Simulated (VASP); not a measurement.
# WC (P6_3/mmc) in VASP: further runs

Runs on WC. Level: PBE. Tasks: single point, relaxation of cell and atoms.

Program: VASP 6.6.1. These are calculated values, not measurements. Logs are shortened: lines on timing, memory, paths and dates and some standing lists are left out, and cuts for length are marked.

## Step 1: The cell of the first run

The structure is hexagonal, space group P6_3/mmc (No. 194). The conventional cell has a = 2.917 Å, b = 2.917 Å, c = 5.752 Å, α = 90.00°, β = 90.00°, γ = 120.00°. W (site symmetry -3m) has 6 C at 2.21 Å and 8 W at 2.88 to 2.92 Å within 3.0 Å. Within 3.0 Å of C (site symmetry -6m2) lie 6 W at 2.21 Å and 6 C at 2.92 Å.

## Step 2: Single point, PBE

The input, INCAR:

```
  PREC = Accurate
  ENCUT = 520
  EDIFF = 1E-6
  ISMEAR = 0
  SIGMA = 0.1
  LREAL = F
  LASPH = T
  NELM = 60
  ALGO = Normal
  ISIF = 2
  LWAVE = F
  LCHARG = F
  GGA = PE
  NBANDS = 26
```

The input, KPOINTS:

```
regular mesh
0
Gamma
  18 18 8
```

The input, POSCAR:

```
WC
1.0
    2.9174674820      0.0000000000      0.0000000000
   -1.4587337410      2.5266009541      0.0000000000
    0.0000000000      0.0000000000      5.7522486909
W C
2 2
Direct
    0.0000000000      0.0000000000      0.0000000000
    0.0000000000      0.0000000000      0.5000000000
    0.3333333333      0.6666666667      0.2500000000
    0.6666666667      0.3333333333      0.7500000000
```

Potentials or basis: VASP PAW PBE potentials, release 64 (W_sv, C).

Command:

```sh
$ cat potpaw_PBE.64/W_sv/POTCAR potpaw_PBE.64/C/POTCAR > POTCAR
$ mpirun -np 1 vasp_std > vasp.out
```

OUTCAR:

```text
PREC = Accurate
   ENCUT = 520
   EDIFF = 1E-6
   ISMEAR = 0
   LREAL = F
   LASPH = T
   NELM = 60
   ISIF = 2
   GGA = PE

 ion  position               nearest neighbor table
   1  0.000  0.000  0.000-   3 2.21   4 2.21   3 2.21   4 2.21   4 2.21   3 2.21   2 2.88   2 2.88

   2  0.000  0.000  0.500-   3 2.21   4 2.21   3 2.21   4 2.21   4 2.21   3 2.21   1 2.88   1 2.88

   3  0.333  0.667  0.250-   1 2.21   2 2.21   1 2.21   2 2.21   1 2.21   2 2.21
   4  0.667  0.333  0.750-   1 2.21   2 2.21   1 2.21   2 2.21   1 2.21   2 2.21

  LATTYP: Found a hexagonal cell.
 ALAT       =     2.9174674820
 C/A-ratio  =     1.9716582023

  Lattice vectors:

 A1 = (   2.9174674820,   0.0000000000,   0.0000000000)
 A2 = (  -1.4587337410,   2.5266009541,   0.0000000000)
 A3 = (   0.0000000000,   0.0000000000,   5.7522486909)

Analysis of symmetry for initial positions (statically):
=====================================================================
 Subroutine PRICEL returns:
 Original cell was already a primitive cell.

 Routine SETGRP: Setting up the symmetry group for a
 hexagonal supercell.

 Subroutine GETGRP returns: Found 24 space group operations
 (whereof 12 operations were pure point group operations)
 out of a pool of 24 trial point group operations.

The static configuration has the point symmetry D_3d.
 The point group associated with its full space group is D_6h.

Analysis of symmetry for dynamics (positions and initial velocities):
=====================================================================
 Subroutine PRICEL returns:
 Original cell was already a primitive cell.

 Routine SETGRP: Setting up the symmetry group for a
 hexagonal supercell.

 Subroutine GETGRP returns: Found 24 space group operations
 (whereof 12 operations were pure point group operations)
 out of a pool of 24 trial point group operations.

The dynamic configuration has the point symmetry D_3d.
 The point group associated with its full space group is D_6h.

 Subroutine INISYM returns: Found 24 space group operations
 (whereof 12 operations are pure point group operations),
 and found     1 'primitive' translations

----------------------------------------------------------------------------------------

                                     Primitive cell
[... 92 lines left out ...]
   LASPH  =      T    aspherical Exc in radial PAW
   ENCUT  =  520.0 eV  38.22 Ry    6.18 a.u.   5.42  5.42 10.70*2*pi/ulx,y,z
   NELM   =     60;   NELMIN=  2; NELMDL= -5     # of ELM steps
   EDIFF  = 0.1E-05   stopping-criterion for ELM
   LREAL  =      F    real-space projection
   EDIFFG = 0.1E-04   stopping-criterion for IOM
   NSW    =      0    number of steps for IOM
   IBRION =     -1    ionic relax: 0-MD 1-quasi-New 2-CG
   NFREE  =      0    steps in history (QN), initial steepest desc. (CG)
   ISIF   =      2    stress and relaxation
   ISYM   =      2    0-nonsym 1-usesym 2-fastsym
   POTIM  = 0.5000    time-step for ionic-motion
   TEBEG  =    0.0;   TEEND  =   0.0 temperature during run
   PSTRESS=    0.0 pullay stress
   NELECT =      36.0000    total number of electrons
   NUPDOWN=      -1.0000    fix difference up-down
   EMIN   =  10.00;   EMAX   =-10.00  energy-range for DOS
   EFERMI =   0.00;   METHOD = LEGACY
   ISMEAR =     0;   SIGMA  =   0.10  broadening in eV -4-tet -1-fermi 0-gaus
   EFERMI_NEDOS =   21; number of points for ismear=-14 and -15
   IALGO  =     38    algorithm
   IMIX   =      4    mixing-type and parameters
     AMIX     =   0.40;   BMIX     =  1.00
     AMIX_MAG =   1.60;   BMIX_MAG =  1.00
  volume/ion in A,a.u.               =      10.60        71.53
  Fermi-wavevector in a.u.,A,eV,Ry     =   1.550180  2.929416 32.695603  2.403059
  Thomas-Fermi vector in A             =   2.654881
   LORBIT       =      0    0 simple, 1 ext, 2 COOP (PROOUT), +10 PAW based schemes
   GGA     = PE    functional components
   LHFCALC =     F    Hartree Fock is set to
   AEXX    =    0.0000 exact exchange contribution
   IVDW    =     0    specifies the selected vdW correction
   LEPSILON=     F    determine dielectric tensor
   LRPA    =     F    only Hartree local field effects (RPA)
 non-spin polarized calculation
 Gauss-broadening in eV      SIGMA  =   0.10
  energy-cutoff  :      520.00
  volume of cell :       42.40
 maximum number of plane-waves:      1174
 NGX is ok and might be reduce to    24
   NGX = 11   NGY = 11   NGZ = 21

 number of electron      35.9999998 magnetization

 Free energy of the ion-electron system (eV)
  ---------------------------------------------------
  ext. energy  EPLUGINS =         0.00000000
  ---------------------------------------------------
  free energy    TOTEN  =       -44.08755756 eV

  energy without entropy =      -44.08091279  energy(sigma->0) =      -44.08423517

 E-fermi :  10.9976     XC(G=0): -13.6818

 val. band max:       10.9953253401   @ k =   0.1667   0.1667   0.3750
 cond. band min:      10.9979598028   @ k =   0.0556   0.0556   0.2500
 fundamental gap:      0.0026344627
 Fermi energy:        10.9976486846

 k-point     1 :       0.0000    0.0000    0.0000
  band No.  band energies     occupation
      1     -63.1835      2.00000
      2     -63.1495      2.00000
      3     -27.7977      2.00000
      4     -27.1466      2.00000
      5     -27.0969      2.00000
      6     -27.0969      2.00000
[... 685 lines left out ...]
     25      19.2063      0.00000
     26      19.4762      0.00000

 [... further k-points ...]

------------------------ aborting loop because EDIFF is reached ----------------------------------------

  FORCE on cell =-STRESS in cart. coord.  units (eV):
  Direction    XX          YY          ZZ          XY          YZ          ZX
  --------------------------------------------------------------------------------------
  -------------------------------------------------------------------------------------
  Total        0.2635740      0.2635740      0.2809433      0.0000000      0.0000000      0.0000000
  in kB        9.9593932      9.9593932     10.6157069      0.0000000      0.0000000      0.0000000
  external PRESSURE =      10.1781645 kB  Pullay stress =       0.0000000 kB

 VOLUME and BASIS-vectors are now :
 -----------------------------------------------------------------------------
  energy-cutoff  :      520.00
  volume of cell :       42.40
      direct lattice vectors                 reciprocal lattice vectors
     2.917467482  0.000000000  0.000000000     0.342763032  0.197894329  0.000000000
    -1.458733741  2.526600954  0.000000000     0.000000000  0.395788658  0.000000000
     0.000000000  0.000000000  5.752248691     0.000000000  0.000000000  0.173845057

 POSITION                                       TOTAL-FORCE (eV/Angst)
 -----------------------------------------------------------------------------------
      0.00000      0.00000      0.00000         0.000000      0.000000      0.000000
      0.00000      0.00000      2.87612         0.000000      0.000000      0.000000
     -0.00000      1.68440      1.43806        -0.000000     -0.000000      0.000000
      1.45873      0.84220      4.31419         0.000000      0.000000     -0.000000
 -----------------------------------------------------------------------------------
    total drift:                               -0.000000      0.000000      0.000000

  FREE ENERGIE OF THE ION-ELECTRON SYSTEM (eV)
  ---------------------------------------------------
  free  energy   TOTEN  =       -44.0875575565 eV

  energy  without entropy=      -44.0809127920  energy(sigma->0) =      -44.08423517
```

OSZICAR:

```text
N       E                     dE             d eps       ncg     rms          rms(c)
DAV:   1     0.341235850837E+03    0.34124E+03   -0.19581E+04  9636   0.157E+03
DAV:   2    -0.320117316438E+02   -0.37325E+03   -0.36257E+03 10466   0.461E+02
DAV:   3    -0.498924088747E+02   -0.17881E+02   -0.17543E+02 11770   0.950E+01
DAV:   4    -0.501904625094E+02   -0.29805E+00   -0.29691E+00 11228   0.122E+01
DAV:   5    -0.501935909751E+02   -0.31285E-02   -0.31252E-02 12002   0.135E+00    0.430E+01
DAV:   6    -0.443459044990E+02    0.58477E+01   -0.22413E+01 11054   0.321E+01    0.114E+01
DAV:   7    -0.441493076159E+02    0.19660E+00   -0.15107E+00 11008   0.728E+00    0.845E+00
DAV:   8    -0.440892003171E+02    0.60107E-01   -0.17010E-01 11242   0.307E+00    0.877E-01
DAV:   9    -0.440877109565E+02    0.14894E-02   -0.83479E-03 10932   0.564E-01    0.165E-01
DAV:  10    -0.440875690196E+02    0.14194E-03   -0.70151E-04 11108   0.265E-01    0.520E-02
DAV:  11    -0.440875584163E+02    0.10603E-04   -0.56694E-05 11024   0.581E-02    0.134E-02
DAV:  12    -0.440875575565E+02    0.85979E-06   -0.82513E-06 10180   0.185E-02
   1 F= -.44087558E+02 E0= -.44084235E+02  d E =-.664476E-02
```

stdout:

```text
POSCAR found type information on POSCAR W C
 POSCAR found :  2 types and       4 ions
 scaLAPACK will be used
 LDA part: xc-table for (Slater+PW92), standard interpolation
 POSCAR, INCAR and KPOINTS ok, starting setup
 FFT: planning ... GRIDC
 FFT: planning ... GRID_SOFT
 FFT: planning ... GRID
 WAVECAR not read
 entering main loop
```

Run time: 74 s. Hardware: 1 thread of AMD EPYC 9R45 (Zen 5), shared host; peak memory 0.27 GiB.

Results:

```
Free energy            : -44.0876 eV
Pressure               : 1.0 GPa
Band gap on the k mesh : zero (bands 18 and 19 overlap by 0.71 eV)
```

Caveat: spin-orbit coupling is left out, which moves the levels of the heavy elements.

[end of part 1 of 2]
